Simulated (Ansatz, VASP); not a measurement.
# PtWS4: VASP beside Ansatz

```
Pt W S
1.0
     4.14782    0.00000    0.00000
     0.00000    4.14782    0.00000
     0.00000    0.00000    5.93878
Pt W S
1 1 4
Cartesian
  2.0739 2.0739 2.9694
  0.0000 0.0000 0.0000
  2.0739 0.0000 1.4238
  0.0000 2.0739 4.5150
  2.0739 0.0000 4.5150
  0.0000 2.0739 1.4238
```

Alike in both runs: functional PBE; k mesh 4 × 4 × 4; occupations gaussian, width 0.1 eV; no spin polarisation.

Ansatz relaxed the structure, and its values are those at the end. VASP's run is a single point on that final structure, the one shown.

```csv
,VASP,Ansatz
version,VASP 6.6.1,Ansatz 0.2.0
potentials or method,"VASP PAW PBE potentials, release 64 (Pt, W_sv, S), cutoff 520 eV","scalar-relativistic, plane waves, PAW"
valence electrons in the cell,48,56
```

|  | VASP | Ansatz | Ansatz less VASP |
| --- | --- | --- | --- |
| gap on the k mesh at the Fermi level (eV) | none | none | - |
| pressure (GPa) | -0.1 | -0.1 | +0.05 |
| rms of the force components (eV/Å) | 0.007 | 0.000 | -0.0067 |

A gap of «none» marks a metal or a gap that the smearing closes. VASP's potentials hold 48 valence electrons a cell and Ansatz's 56, so a difference there can come from the potentials and not from the codes.

The k mesh is coarse, so the values compare programs but aren't converged. Spin-orbit coupling is off throughout.
